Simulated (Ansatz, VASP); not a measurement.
# Two plane-wave programs on CuI

```
Cu I
1.0
     4.23153    0.00000    0.00000
    -2.11576    3.66461    0.00000
     0.00000    0.00000    6.46498
Cu I
2 2
Direct
  0.00000 0.00000 0.00000
  0.00000 0.00000 0.50000
  0.33333 0.66667 0.25000
  0.66667 0.33333 0.75000
```

Change from the starting cell: hydrostatic strain +2.0%.

Alike in both runs: task single point; functional PBE; k mesh 12 × 12 × 4; occupations fermi-dirac, width 0.02 eV; no spin polarisation.

|  | VASP | Ansatz |
| --- | --- | --- |
| version | VASP 6.6.1 | Ansatz 0.2.0 |
| potentials or method | VASP PAW PBE potentials, release 64 (Cu, I) | plane waves, PAW |
| plane-wave cutoff (eV) | 520 | 420 |
| valence electrons in the cell | 36 | 72 |

Ansatz gave:

| Quantity | Value |
| --- | --- |
| pressure (GPa) | -1.9 |
| traceless stress, the component that is largest in VASP (GPa) | -0.35 |

What did VASP give for the same quantities?

Pressure (GPa): -1.9; traceless stress, the component that is largest in VASP (GPa): -0.34.

VASP's potentials hold 36 valence electrons a cell and Ansatz's 72, so a difference there can come from the potentials and not from the codes.

Spin-orbit coupling is off throughout.
